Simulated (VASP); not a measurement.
A run of VASP 6.6.1 is set up as follows.

INCAR

```
SYSTEM = BaH4
PREC     = Accurate       ! precision mode
ENCUT    = 520            ! plane-wave cutoff, eV
EDIFF    = 1E-6           ! SCF threshold, eV
ISMEAR   = 0              ! smearing method
SIGMA    = 0.1            ! smearing width, eV
LREAL    = .FALSE.        ! projectors in reciprocal space
LASPH    = .TRUE.         ! aspherical terms in the spheres
NELM     = 60             ! most SCF steps
ALGO     = Normal         ! electronic algorithm
ISIF     = 2              ! what is computed and relaxed
LWAVE    = .FALSE.        ! write WAVECAR
LCHARG   = .FALSE.        ! write CHGCAR
GGA      = PE             ! functional
NBANDS   = 15             ! bands
```

File KPOINTS:

```
regular mesh
0
G
  6 6 6
  0 0 0
```

Contents of POSCAR:

```
BaH4
1.0
    3.7879896281     -2.2794003084      0.0000000000
    3.7879896281      2.2794003084      0.0000000000
   -2.3638133114      0.0000000000      3.7225158053
Ba H
1 4
Direct
    0.0000000000      0.0000000000      0.5000000000
    0.7413169348      0.7413169348      0.7600871634
    0.2586830652      0.2586830652      0.2399128366
    0.5386663378      0.5386663378      0.9687918503
    0.4613336622      0.4613336622      0.0312081497
```

Potentials or basis: VASP PAW PBE potentials, release 64 (Ba_sv, H).

Run with:

```sh
$ cat potpaw_PBE.64/Ba_sv/POTCAR potpaw_PBE.64/H/POTCAR > POTCAR
$ mpirun -np 1 vasp_std > vasp.out
```

(1) Predict the pressure.

(2) What does it give for the band gap on the k mesh?

(3) Predict the largest force.

## Answers

(1) 0.4 GPa.

(2) 2.44 eV (least direct gap 2.85 eV).

(3) 0.011 eV/Å.

Caveat: spin-orbit coupling is left out, which moves the levels of the heavy elements.
